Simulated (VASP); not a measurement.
# Sn in VASP: single point with PBE+D3(BJ)

Aim: the single point of Sn with PBE+D3(BJ).

Everything below comes from runs of VASP 6.6.1. Logs are shortened: lines on timing, memory, paths and dates and some standing lists are left out, and cuts for length are marked.

## 1. The cell of the first run

The typed cell holds 1 atom: a = 3.295 Å, b = 3.295 Å, c = 3.295 Å, α = 115.65°, β = 115.64°, γ = 97.72°.

## 2. Single point, PBE+D3(BJ)

File INCAR:

```
PREC = Accurate
ENCUT = 520
EDIFF = 1E-7
ISMEAR = 0
SIGMA = 0.15
LREAL = False
LASPH = True
NELM = 60
ALGO = Fast
ISIF = 2
LWAVE = False
LCHARG = False
GGA = PE
IVDW = 12
NBANDS = 13
```

File KPOINTS:

```
Automatic mesh
0
Gamma
  24 24 24
```

File POSCAR:

```
Sn
1.0
   -1.7544065422      1.7546136957      2.1674907473
    1.7544065422     -1.7546136957      2.1674907473
    1.7544065422      1.7546136957     -2.1674907473
Sn
1
Direct
    0.0000000000      0.0000000000      0.0000000000
```

Potentials or basis: VASP PAW PBE potentials, release 64 (Sn_d).

Command:

```sh
> cat potpaw_PBE.64/Sn_d/POTCAR > POTCAR
> mpirun -np 1 vasp_std > vasp.out
```

OUTCAR:

```text
PREC = Accurate
   ENCUT = 520
   EDIFF = 1E-7
   ISMEAR = 0
   LREAL = False
   LASPH = True
   NELM = 60
   ISIF = 2
   GGA = PE
   IVDW = 12
 IVDW          = 12

 ion  position               nearest neighbor table
   1  0.000  0.000  0.000-

  LATTYP: Found a body centered orthorhombic cell.
 ALAT       =     3.5088130844
 B/A-ratio  =     1.0001180761
 C/A-ratio  =     1.2354552352

  Lattice vectors:

 A1 = (  -1.7544065422,   1.7546136957,   2.1674907473)
 A2 = (   1.7544065422,  -1.7546136957,   2.1674907473)
 A3 = (   1.7544065422,   1.7546136957,  -2.1674907473)

Analysis of symmetry for initial positions (statically):
=====================================================================
 Subroutine PRICEL returns:
 Original cell was already a primitive cell.

 Routine SETGRP: Setting up the symmetry group for a
 body centered orthorhombic supercell.

 Subroutine GETGRP returns: Found  8 space group operations
 (whereof  8 operations were pure point group operations)
 out of a pool of  8 trial point group operations.

The static configuration has the point symmetry D_2h.

Analysis of symmetry for dynamics (positions and initial velocities):
=====================================================================
 Subroutine PRICEL returns:
 Original cell was already a primitive cell.

 Routine SETGRP: Setting up the symmetry group for a
 body centered orthorhombic supercell.

 Subroutine GETGRP returns: Found  8 space group operations
 (whereof  8 operations were pure point group operations)
 out of a pool of  8 trial point group operations.

The dynamic configuration has the point symmetry D_2h.

 Subroutine INISYM returns: Found  8 space group operations
 (whereof  8 operations are pure point group operations),
 and found     1 'primitive' translations

----------------------------------------------------------------------------------------

                                     Primitive cell

  volume of cell :      26.6888

  direct lattice vectors                    reciprocal lattice vectors
    -1.754406542  1.754613696  2.167490747     0.000000000  0.284963010  0.230681492
     1.754406542 -1.754613696  2.167490747     0.284996657  0.000000000  0.230681492
     1.754406542  1.754613696 -2.167490747     0.284996657  0.284963010  0.000000000

  length of vectors
     3.294636198  3.294636198  3.294636198     0.366630424  0.366656577  0.403022346

  position of ions in fractional coordinates (direct lattice)
     0.000000000  0.000000000  0.000000000

  ion indices of the primitive-cell ions
   primitive index   ion index
                 1           1

----------------------------------------------------------------------------------------

 KPOINTS: Automatic mesh

Automatic generation of k-mesh.
 Grid dimensions read from file:
 generate k-points for:   24   24   24

 Generating k-lattice:

  Cartesian coordinates                     Fractional coordinates (reciprocal lattice)
     0.000000000  0.011873459  0.009611729     0.041666667  0.000000000  0.000000000
     0.011874861  0.000000000  0.009611729     0.000000000  0.041666667  0.000000000
     0.011874861  0.011873459  0.000000000     0.000000000  0.000000000  0.041666667

  Length of vectors
     0.015276268  0.015277357  0.016792598

  Shift w.r.t. Gamma in fractional coordinates (k-lattice)
     0.000000000  0.000000000  0.000000000

 Subroutine IBZKPT returns following result:
 ===========================================

 Found   1963 irreducible k-points:

 Following reciprocal coordinates:
            Coordinates               Weight
  0.000000  0.000000  0.000000      1.000000
  0.041667  0.000000 -0.000000      4.000000
  0.083333  0.000000 -0.000000      4.000000
  0.125000  0.000000 -0.000000      4.000000
  0.166667  0.000000 -0.000000      4.000000
  0.208333  0.000000 -0.000000      4.000000
[... 16 lines left out ...]
  0.375000  0.041667 -0.000000      8.000000
  0.416667  0.041667 -0.000000      8.000000
 [... further k-points ...]
   k-points           NKPTS =   1963   k-points in BZ     NKDIM =   1963   number of bands    NBANDS=     13
   number of dos      NEDOS =    301   number of ions     NIONS =      1
   total plane-waves  NPLWV =  21952
   dimension x,y,z NGX =    28 NGY =   28 NGZ =   28
   dimension x,y,z NGXF=    56 NGYF=   56 NGZF=   56
   ions per type =               1
   NGX,Y,Z   is equivalent  to a cutoff of  14.13, 14.13, 14.13 a.u.
   NGXF,Y,Z  is equivalent  to a cutoff of  28.26, 28.26, 28.26 a.u.
 SYSTEM =  unknown system
   PREC   = accura    normal or accurate (medium, high low for compatibility)
   ISTART =      0    job   : 0-new  1-cont  2-samecut
   ICHARG =      2    charge: 1-file 2-atom 10-const
   ISPIN  =      1    spin polarized calculation?
   LNONCOLLINEAR =      F non collinear calculations
   LSORBIT =      F    spin-orbit coupling
   LASPH  =      T    aspherical Exc in radial PAW
   ENCUT  =  520.0 eV  38.22 Ry    6.18 a.u.   6.13  6.13  6.13*2*pi/ulx,y,z
   NELM   =     60;   NELMIN=  2; NELMDL= -5     # of ELM steps
   EDIFF  = 0.1E-06   stopping-criterion for ELM
   LREAL  =      F    real-space projection
   EDIFFG = 0.1E-05   stopping-criterion for IOM
   NSW    =      0    number of steps for IOM
   IBRION =     -1    ionic relax: 0-MD 1-quasi-New 2-CG
   NFREE  =      0    steps in history (QN), initial steepest desc. (CG)
   ISIF   =      2    stress and relaxation
   ISYM   =      2    0-nonsym 1-usesym 2-fastsym
   POTIM  = 0.5000    time-step for ionic-motion
   TEBEG  =    0.0;   TEEND  =   0.0 temperature during run
   PSTRESS=    0.0 pullay stress
   NELECT =      14.0000    total number of electrons
   NUPDOWN=      -1.0000    fix difference up-down
   EMIN   =  10.00;   EMAX   =-10.00  energy-range for DOS
   EFERMI =   0.00;   METHOD = LEGACY
   ISMEAR =     0;   SIGMA  =   0.15  broadening in eV -4-tet -1-fermi 0-gaus
   EFERMI_NEDOS =   21; number of points for ismear=-14 and -15
   IALGO  =     68    algorithm
   IMIX   =      4    mixing-type and parameters
     AMIX     =   0.40;   BMIX     =  1.00
     AMIX_MAG =   1.60;   BMIX_MAG =  1.00
  volume/ion in A,a.u.               =      26.69       180.10
  Fermi-wavevector in a.u.,A,eV,Ry     =   1.320306  2.495016 23.717774  1.743207
  Thomas-Fermi vector in A             =   2.450141
   LORBIT       =      0    0 simple, 1 ext, 2 COOP (PROOUT), +10 PAW based schemes
   GGA     = PE    functional components
   LHFCALC =     F    Hartree Fock is set to
   AEXX    =    0.0000 exact exchange contribution
   IVDW    =    12    specifies the selected vdW correction
   LEPSILON=     F    determine dielectric tensor
   LRPA    =     F    only Hartree local field effects (RPA)
 non-spin polarized calculation
 RMM-DIIS sequential band-by-band and
 Gauss-broadening in eV      SIGMA  =   0.15
  energy-cutoff  :      520.00
  volume of cell :       26.69
 maximum number of plane-waves:       748
 NGX is ok and might be reduce to    28
   NGX = 13   NGY = 13   NGZ = 13

 number of electron      14.0000003 magnetization

 Free energy of the ion-electron system (eV)
  ---------------------------------------------------
  ext. energy  EPLUGINS =         0.00000000
  ---------------------------------------------------
  free energy    TOTEN  =        -3.77800761 eV

  energy without entropy =       -3.77132127  energy(sigma->0) =       -3.77466444

 E-fermi :   8.3778     XC(G=0): -10.4501

 val. band max:        8.3732453809   @ k =  -0.2500   0.2917   0.2083
 cond. band min:       8.3786170284   @ k =   0.3333  -0.2083   0.0833
 fundamental gap:      0.0053716475
 Fermi energy:         8.3778171444

 k-point     1 :       0.0000    0.0000    0.0000
  band No.  band energies     occupation
      1     -13.2421      2.00000
      2     -13.2421      2.00000
      3     -13.1868      2.00000
      4     -13.1641      2.00000
      5     -13.0954      2.00000
      6      -2.9088      2.00000
      7      16.0863      0.00000
      8      16.3636      0.00000
      9      16.3658      0.00000
     10      19.2031      0.00000
     11      20.3122      0.00000
     12      20.3150      0.00000
     13      20.8704      0.00000

 k-point     2 :       0.0417    0.0000   -0.0000
  band No.  band energies     occupation
      1     -13.2410      2.00000
      2     -13.2403      2.00000
      3     -13.1862      2.00000
      4     -13.1639      2.00000
      5     -13.0960      2.00000
      6      -2.8722      2.00000
      7      15.7743      0.00000
      8      16.2028      0.00000
      9      16.2587      0.00000
     10      18.9152      0.00000
     11      20.4363      0.00000
     12      20.6161      0.00000
     13      21.2570      0.00000

 k-point     3 :       0.0833    0.0000   -0.0000
  band No.  band energies     occupation
      1     -13.2377      2.00000
      2     -13.2359      2.00000
      3     -13.1837      2.00000
      4     -13.1634      2.00000
      5     -13.0977      2.00000
      6      -2.7623      2.00000
      7      14.7512      0.00000
      8      15.9775      0.00000
      9      16.0726      0.00000
     10      18.6266      0.00000
     11      20.6807      0.00000
     12      20.8888      0.00000
     13      21.6097      0.00000

 k-point     4 :       0.1250    0.0000   -0.0000
  band No.  band energies     occupation
      1     -13.2329      2.00000
      2     -13.2314      2.00000
      3     -13.1771      2.00000
      4     -13.1625      2.00000
      5     -13.1001      2.00000
      6      -2.5790      2.00000
      7      13.4583      0.00000
      8      15.5992      0.00000
      9      15.9206      0.00000
     10      18.4524      0.00000
     11      20.5821      0.00000
     12      20.9021      0.00000
     13      21.4355      0.00000

 k-point     5 :       0.1667    0.0000   -0.0000
  band No.  band energies     occupation
      1     -13.2294      2.00000
      2     -13.2276      2.00000
      3     -13.1645      2.00000
      4     -13.1614      2.00000
      5     -13.1024      2.00000
      6      -2.3221      2.00000
      7      12.0996      0.00000
      8      15.1848      0.00000
      9      15.7423      0.00000
     10      18.3421      0.00000
     11      20.1343      0.00000
     12      20.4475      0.00000
     13      21.8016      0.00000
[... 257 lines left out ...]
 k-point    22 :       0.3333    0.0417   -0.0000
  band No.  band energies     occupation
      1     -13.2426      2.00000
      2     -13.2168      2.00000
      3     -13.1627      2.00000
      4     -13.0948      2.00000
      5     -13.0698      2.00000
      6      -0.3089      2.00000
      7       6.5587      2.00000
      8      13.1827      0.00000
      9      14.9200      0.00000
     10      18.1348      0.00000
     11      18.7774      0.00000
     12      19.8982      0.00000
     13      22.2778      0.00000

 k-point    23 :       0.3750    0.0417   -0.0000
  band No.  band energies     occupation
      1     -13.2462      2.00000
      2     -13.2177      2.00000
      3     -13.1645      2.00000
      4     -13.0876      2.00000
      5     -13.0539      2.00000
      6       0.3120      2.00000
      7       5.4854      2.00000
      8      13.0235      0.00000
      9      14.7503      0.00000
     10      18.0125      0.00000
     11      18.6156      0.00000
     12      19.7600      0.00000
     13      21.9371      0.00000

 k-point    24 :       0.4167    0.0417   -0.0000
  band No.  band energies     occupation
      1     -13.2489      2.00000
      2     -13.2187      2.00000
      3     -13.1661      2.00000
      4     -13.0817      2.00000
      5     -13.0426      2.00000
      6       0.9522      2.00000
      7       4.5368      2.00000
      8      12.9286      0.00000
      9      14.6242      0.00000
     10      17.9386      0.00000
     11      18.4526      0.00000
     12      19.6234      0.00000
     13      21.7823      0.00000

 [... further k-points ...]

------------------------ aborting loop because EDIFF is reached ----------------------------------------

 Edisp (eV)   -0.39204

 E8    (eV) :    -0.1881

  FORCE on cell =-STRESS in cart. coord.  units (eV):
  Direction    XX          YY          ZZ          XY          YZ          ZX
  --------------------------------------------------------------------------------------
  -------------------------------------------------------------------------------------
  Total      -0.00889    -0.00905    -0.01160     0.00000     0.00000     0.00000
  in kB      -0.53388    -0.54321    -0.69652     0.00000     0.00000     0.00000
  external pressure =       -0.59 kB  Pullay stress =        0.00 kB

 VOLUME and BASIS-vectors are now :
 -----------------------------------------------------------------------------
  energy-cutoff  :      520.00
  volume of cell :       26.69
      direct lattice vectors                 reciprocal lattice vectors
    -1.754406542  1.754613696  2.167490747     0.000000000  0.284963010  0.230681492
     1.754406542 -1.754613696  2.167490747     0.284996657  0.000000000  0.230681492
     1.754406542  1.754613696 -2.167490747     0.284996657  0.284963010  0.000000000

 POSITION                                       TOTAL-FORCE (eV/Angst)
 -----------------------------------------------------------------------------------
      0.00000      0.00000      0.00000        -0.000000      0.000000      0.000000
 -----------------------------------------------------------------------------------
    total drift:                                0.000000      0.000000     -0.000000

  FREE ENERGIE OF THE ION-ELECTRON SYSTEM (eV)
  ---------------------------------------------------
  free  energy   TOTEN  =        -4.1700506506 eV

  energy  without entropy=       -4.1633643137  energy(sigma->0) =       -4.16670748
```

It took 23 min on 1 thread of Oxide Virtual Turin-like, shared host; peak memory 0.67 GiB.

Results:

```
Free energy                : -4.1701 eV
Pressure                   : -0.1 GPa
Band gap on the k mesh     : zero (bands 7 and 8 overlap by 10.04 eV)
Dispersion energy per atom : -0.392 eV
```

Caveat: spin-orbit coupling is left out, which moves the levels of the heavy elements.
